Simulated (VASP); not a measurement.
Input of a VASP 6.6.1 run:

INCAR

```
PREC     = Accurate       # precision mode
ENCUT    = 520            # plane-wave cutoff, eV
EDIFF    = 1E-6           # SCF threshold, eV
ISMEAR   = -1             # smearing method
SIGMA    = 0.1            # smearing width, eV
LREAL    = False          # projectors in reciprocal space
LASPH    = True           # aspherical terms in the spheres
NELM     = 100            # most SCF steps
ALGO     = Normal         # electronic algorithm
ISIF     = 2              # what is computed and relaxed
LWAVE    = False          # write WAVECAR
LCHARG   = False          # write CHGCAR
GGA      = RP             # functional
NBANDS   = 12             # bands
```

The input KPOINTS:

```
regular mesh
0
Gamma
  18 18 18
```

Contents of POSCAR:

```
In
1.0
    0.0000000000      2.4322909982      2.4322909982
    2.4322909982      0.0000000000      2.4322909982
    2.4322909982      2.4322909982      0.0000000000
In
1
Direct
    0.0000000000      0.0000000000      0.0000000000
```

Potentials or basis: VASP PAW PBE potentials, release 64 (In_d).

Run with:

```bash
$ cat potpaw_PBE.64/In_d/POTCAR > POTCAR
$ mpirun -np 1 vasp_std > vasp.out
```

Predict the pressure.

0.0 GPa.

Caveat: the PAW data sets were made with another functional, which shifts forces and pressure a little.
